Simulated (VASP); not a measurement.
# WS2 in VASP: single point with PBEsol

Aim: the single point of WS2 with PBEsol.

Everything below comes from runs of VASP 6.6.1. Logs are shortened: lines on timing, memory, paths and dates and some standing lists are left out, and cuts for length are marked.

## (1) The cell of the first run

The cell holds a slab with vacuum, 18 atoms: a = 3.148 Å, b = 13.249 Å, c = 21.518 Å, α = 90.00°, β = 90.00°, γ = 103.74°.

## (2) Single point, PBEsol

File INCAR:

```
ALGO = Normal
DIPOL = 0.5 0.5 0.500
EDIFF = 1E-7
ENCUT = 520
GGA = PS
IDIPOL = 3
ISIF = 2
ISMEAR = 0
LASPH = T
LCHARG = F
LDIPOL = T
LREAL = Auto
LWAVE = F
NBANDS = 93
NELM = 60
PREC = Accurate
SIGMA = 0.05
```

File KPOINTS:

```
k-points
0
Gamma
  9 2 1
```

File POSCAR:

```
WS2
1.0
    3.1476068041      0.0000000000      0.0000000000
   -3.1476068041     12.8698781338      0.0000000000
    0.0000000000      0.0000000000     21.5179716420
S W
12 6
Direct
    0.1414535886      0.1414535886      0.3485458632
    0.1414535886      0.6414535886      0.3485458632
    0.9004252601      0.4004252601      0.3691076061
    0.9004252601      0.9004252601      0.3691076061
    0.6637133544      0.1637783112      0.4833735750
    0.6805007967      0.6799999596      0.4650644180
    0.4477134639      0.4471778386      0.5022601125
    0.4064404690      0.9073380084      0.4939816684
    0.0677383408      0.0647576117      0.6306195470
    0.2425692741      0.7414992235      0.5799775594
    1.0228315545      0.5218921831      0.6354802706
    0.8440304412      0.8422549440      0.6830645122
    0.5308948231      0.0308948231      0.4006316593
    0.5308948231      0.5308948231      0.4006316593
    0.0370962159      0.0381526018      0.5201144075
    0.0826709212      0.5818189774      0.5257072804
    0.4311958657     -0.0723117830      0.6094359677
    0.6618440426      0.6605934348      0.6423629744
```

Potentials or basis: VASP PAW PBE potentials, release 64 (S, W_sv).

On the command line:

```
cat potpaw_PBE.64/S/POTCAR potpaw_PBE.64/W_sv/POTCAR > POTCAR
mpirun -np 1 vasp_std > vasp.out
```

OUTCAR:

```text
EDIFF = 1E-7
   ENCUT = 520
   GGA = PS
   ISIF = 2
   ISMEAR = 0
   LASPH = T
   LREAL = Auto
   NELM = 60
   PREC = Accurate

 ion  position               nearest neighbor table
   1  0.141  0.141  0.349-  13 2.40  13 2.40
   2  0.141  0.641  0.349-  14 2.40  14 2.40
   3  0.900  0.400  0.369-  14 2.40  14 2.40
   4  0.900  0.900  0.369-  13 2.40  13 2.40
   5  0.664  0.164  0.483-  15 2.39  15 2.39  13 2.47
   6  0.681  0.680  0.465-  14 2.37  16 2.40  16 2.40
   7  0.448  0.447  0.502-  16 2.39  16 2.40  14 2.44
   8  0.406  0.907  0.494-  15 2.37  15 2.37  17 2.50  13 2.56
   9  0.068  0.065  0.631-  15 2.40  17 2.41  17 2.41
  10  0.243  0.741  0.580-  18 2.32  18 2.32  16 2.36  17 2.48
  11  0.023  0.522  0.635-  18 2.38  18 2.39  16 2.48
  12  0.844  0.842  0.683-  17 2.49  17 2.49  18 2.50
  13  0.531  0.031  0.401-   4 2.40   4 2.40   1 2.40   1 2.40   5 2.47   8 2.56  15 3.01  15 3.02

  14  0.531  0.531  0.401-   6 2.37   3 2.40   3 2.40   2 2.40   2 2.40   7 2.44  16 3.18  16 3.19

  15  0.037  0.038  0.520-   8 2.37   8 2.37   5 2.39   5 2.39   9 2.40  17 2.85  17 2.87  13 3.01
                            13 3.02
  16  0.083  0.582  0.526-  10 2.36   7 2.39   7 2.40   6 2.40   6 2.40  11 2.48  18 3.13  18 3.13
                            14 3.18  14 3.19
  17  0.431  0.928  0.609-   9 2.41   9 2.41  10 2.48  12 2.49  12 2.49   8 2.50  15 2.85  15 2.87

  18  0.662  0.661  0.642-  10 2.32  10 2.32  11 2.38  11 2.39  12 2.50  16 3.13  16 3.13

  LATTYP: Found a simple orthorhombic cell.
 ALAT       =     3.1476068041
 B/A-ratio  =     4.0887820286
 C/A-ratio  =     6.8362959484

  Lattice vectors:

 A1 = (   3.1476068041,   0.0000000000,   0.0000000000)
 A2 = (   0.0000000000,  12.8698781338,   0.0000000000)
 A3 = (   0.0000000000,   0.0000000000,  21.5179716420)

Analysis of symmetry for initial positions (statically):
=====================================================================
 Subroutine PRICEL returns:
 Original cell was already a primitive cell.

 Routine SETGRP: Setting up the symmetry group for a
 simple orthorhombic supercell.

 Subroutine GETGRP returns: Found  1 space group operations
 (whereof  1 operations were pure point group operations)
 out of a pool of  8 trial point group operations.

The static configuration has the point symmetry C_1 .

Analysis of symmetry for dynamics (positions and initial velocities):
=====================================================================
 Subroutine PRICEL returns:
 Original cell was already a primitive cell.

 Routine SETGRP: Setting up the symmetry group for a
 simple orthorhombic supercell.

 Subroutine GETGRP returns: Found  1 space group operations
 (whereof  1 operations were pure point group operations)
 out of a pool of  8 trial point group operations.

The dynamic configuration has the point symmetry C_1 .

 Subroutine INISYM returns: Found  1 space group operations
 (whereof  1 operations are pure point group operations),
 and found     1 'primitive' translations

----------------------------------------------------------------------------------------

                                     Primitive cell

  volume of cell :     871.6783

  direct lattice vectors                    reciprocal lattice vectors
     3.147606804  0.000000000  0.000000000     0.317701690  0.077700813  0.000000000
    -3.147606804 12.869878134  0.000000000     0.000000000  0.077700813  0.000000000
     0.000000000  0.000000000 21.517971642     0.000000000  0.000000000  0.046472782

  length of vectors
     3.147606804 13.249195892 21.517971642     0.327065406  0.077700813  0.046472782

  position of ions in fractional coordinates (direct lattice)
     0.141453589  0.141453589  0.348545863
     0.141453589  0.641453589  0.348545863
     0.900425260  0.400425260  0.369107606
     0.900425260  0.900425260  0.369107606
     0.663713354  0.163778311  0.483373575
     0.680500797  0.679999960  0.465064418
[... 66 lines left out ...]
|                                                                             |
|        The reciprocal lattice is simple orthorhombic,                       |
|        whereas your k-lattice is simple monoclinic.                         |
|                                                                             |
|     Results are often still useful ...                                      |
|                                                                             |
 -----------------------------------------------------------------------------

 WARNING: IBZKPT: internal override: KBLOWUP is changed to .FALSE.
      ... skipping the blow-up phase ...

 Subroutine IBZKPT returns following result:
 ===========================================

 Found     10 irreducible k-points:

 Following reciprocal coordinates:
            Coordinates               Weight
  0.000000  0.000000  0.000000      1.000000
  0.111111 -0.000000  0.000000      2.000000
  0.222222  0.000000  0.000000      2.000000
  0.333333  0.000000  0.000000      2.000000
  0.444444  0.000000  0.000000      2.000000
  0.000000  0.500000  0.000000      1.000000
  0.111111  0.500000  0.000000      2.000000
  0.222222  0.500000  0.000000      2.000000
  0.333333  0.500000  0.000000      2.000000
  0.444444  0.500000  0.000000      2.000000
   k-points           NKPTS =     10   k-points in BZ     NKDIM =     10   number of bands    NBANDS=     93
   number of dos      NEDOS =    301   number of ions     NIONS =     18
   total plane-waves  NPLWV = 384000
   dimension x,y,z NGX =    24 NGY =  100 NGZ =  160
   dimension x,y,z NGXF=    48 NGYF=  200 NGZF=  320
   ions per type =              12   6
   NGX,Y,Z   is equivalent  to a cutoff of  12.68, 12.55, 12.36 a.u.
   NGXF,Y,Z  is equivalent  to a cutoff of  25.35, 25.10, 24.72 a.u.
 SYSTEM =  unknown system
   PREC   = accura    normal or accurate (medium, high low for compatibility)
   ISTART =      0    job   : 0-new  1-cont  2-samecut
   ICHARG =      2    charge: 1-file 2-atom 10-const
   ISPIN  =      1    spin polarized calculation?
   LNONCOLLINEAR =      F non collinear calculations
   LSORBIT =      F    spin-orbit coupling
   LASPH  =      T    aspherical Exc in radial PAW
   ENCUT  =  520.0 eV  38.22 Ry    6.18 a.u.   5.85 24.63 40.01*2*pi/ulx,y,z
   NELM   =     60;   NELMIN=  2; NELMDL= -5     # of ELM steps
   EDIFF  = 0.1E-06   stopping-criterion for ELM
   LREAL  =      T    real-space projection
   EDIFFG = 0.1E-05   stopping-criterion for IOM
   NSW    =      0    number of steps for IOM
   IBRION =     -1    ionic relax: 0-MD 1-quasi-New 2-CG
   NFREE  =      0    steps in history (QN), initial steepest desc. (CG)
   ISIF   =      2    stress and relaxation
   ISYM   =      2    0-nonsym 1-usesym 2-fastsym
   POTIM  = 0.5000    time-step for ionic-motion
   TEBEG  =    0.0;   TEEND  =   0.0 temperature during run
   PSTRESS=    0.0 pullay stress
   NELECT =     156.0000    total number of electrons
   NUPDOWN=      -1.0000    fix difference up-down
   EMIN   =  10.00;   EMAX   =-10.00  energy-range for DOS
   EFERMI =   0.00;   METHOD = LEGACY
   ISMEAR =     0;   SIGMA  =   0.05  broadening in eV -4-tet -1-fermi 0-gaus
   EFERMI_NEDOS =   21; number of points for ismear=-14 and -15
   IALGO  =     38    algorithm
   IMIX   =      4    mixing-type and parameters
     AMIX     =   0.40;   BMIX     =  1.00
     AMIX_MAG =   1.60;   BMIX_MAG =  1.00
  volume/ion in A,a.u.               =      48.43       326.80
  Fermi-wavevector in a.u.,A,eV,Ry     =   0.922566  1.743398 11.580309  0.851129
  Thomas-Fermi vector in A             =   2.048107
   LORBIT       =      0    0 simple, 1 ext, 2 COOP (PROOUT), +10 PAW based schemes
   GGA     = PS    functional components
   LHFCALC =     F    Hartree Fock is set to
   AEXX    =    0.0000 exact exchange contribution
   IVDW    =     0    specifies the selected vdW correction
   LEPSILON=     F    determine dielectric tensor
   LRPA    =     F    only Hartree local field effects (RPA)
 non-spin polarized calculation
 Gauss-broadening in eV      SIGMA  =   0.05
  energy-cutoff  :      520.00
  volume of cell :      871.68
 maximum number of plane-waves:     23540
 NGX is ok and might be reduce to    24
   NGX = 11   NGY = 49   NGZ = 81

 dipolmoment           0.000000      0.000000      2.235250 electrons x Angstroem

 number of electron     156.0000005 magnetization

 dipolmoment           0.000000      0.000000     -0.300008 electrons x Angstroem

 Free energy of the ion-electron system (eV)
  ---------------------------------------------------
  ext. energy  EPLUGINS =         0.00000000
  ---------------------------------------------------
  free energy    TOTEN  =      -143.24447111 eV

  energy without entropy =     -143.23392867  energy(sigma->0) =     -143.23919989

 E-fermi :  -0.8813     XC(G=0):  -4.7250

 val. band max:       -0.8819646818   @ k =   0.4444   0.0000   0.0000
 cond. band min:      -0.8759314657   @ k =   0.0000   0.5000   0.0000
 fundamental gap:      0.0060332161
 Fermi energy:        -0.8812564481

 k-point     1 :       0.0000    0.0000    0.0000
  band No.  band energies     occupation
      1     -75.5481      2.00000
      2     -75.3011      2.00000
      3     -75.2914      2.00000
      4     -75.2540      2.00000
      5     -75.1871      2.00000
      6     -75.0855      2.00000
[... 919 lines left out ...]
     89       1.8505      0.00000
     90       1.9264      0.00000
 [bands above 90 left out]

------------------------ aborting loop because EDIFF is reached ----------------------------------------

 vacuum level on the upper side and lower side of the slab       (xc-potential included)        -0.688         0.617

  FORCE on cell =-STRESS in cart. coord.  units (eV):
  Direction    XX          YY          ZZ          XY          YZ          ZX
  --------------------------------------------------------------------------------------
  -------------------------------------------------------------------------------------
  Total      -12.0491279     -3.7701308     -0.5599534     -0.0249606      0.3453328     -0.0094398
  in kB      -22.1467476     -6.9296415     -1.0292153     -0.0458785      0.6347345     -0.0173507
  external PRESSURE =     -10.0352015 kB  Pullay stress =       0.0000000 kB

 VOLUME and BASIS-vectors are now :
 -----------------------------------------------------------------------------
  energy-cutoff  :      520.00
  volume of cell :      871.68
      direct lattice vectors                 reciprocal lattice vectors
     3.147606804  0.000000000  0.000000000     0.317701690  0.077700813  0.000000000
    -3.147606804 12.869878134  0.000000000     0.000000000  0.077700813  0.000000000
     0.000000000  0.000000000 21.517971642     0.000000000  0.000000000  0.046472782

 POSITION                                       TOTAL-FORCE (eV/Angst)
 -----------------------------------------------------------------------------------
      0.00000      1.82049      7.50000        -0.002705     -0.582929      0.615021
     -1.57380      8.25543      7.50000         0.003268     -0.635876     -0.111028
      1.57380      5.15342      7.94245         0.002247      0.799919      0.189910
      0.00000     11.58836      7.94245         0.002271      0.730099     -0.003969
      1.57360      2.10781     10.40122         0.004574      0.021999      0.002627
      0.00158      8.75152     10.00724         0.000398      0.018047      0.001308
[... 10 lines left out ...]
     -1.56276     11.93923     13.11383         0.007164      0.019946      0.002729
      0.00394      8.50176     13.82235         0.000524     -0.005624      0.011985
 -----------------------------------------------------------------------------------
    total drift:                               -0.008578      0.001698      0.000700

  FREE ENERGIE OF THE ION-ELECTRON SYSTEM (eV)
  ---------------------------------------------------
  free  energy   TOTEN  =      -143.2444711112 eV

  energy  without entropy=     -143.2339286747  energy(sigma->0) =     -143.23919989

 vacuum level on the upper side and lower side of the slab         3.914         5.253
```

It took 32 min on 1 thread of Intel Xeon Platinum 8488C (Sapphire Rapids), shared host; peak memory 1 GiB.

What came out:

```yaml
Free_energy: -143.2445 eV
Largest_force: 0.847 eV/Å
Band_gap_on_the_k_mesh: zero (bands 78 and 79 overlap by 0.05 eV)
```

Forces on the atoms (eV/Å):
```
S   -0.003 -0.583  0.615
S    0.003 -0.636 -0.111
S    0.002  0.800  0.190
S    0.002  0.730 -0.004
S    0.005  0.022  0.003
S    0.000  0.018  0.001
S   -0.001 -0.024  0.007
S    0.002 -0.020 -0.019
S    0.000  0.021  0.022
S   -0.001  0.004 -0.015
S    0.000 -0.026  0.014
S   -0.002  0.006  0.023
W   -0.006  0.136 -0.658
W    0.001 -0.452 -0.069
W   -0.013  0.003 -0.006
W    0.001 -0.014 -0.009
W    0.007  0.020  0.003
W    0.001 -0.006  0.012
```

Caveat: the PAW data sets were made with another functional, which shifts forces and pressure a little; spin-orbit coupling is left out, which moves the levels of the heavy elements.
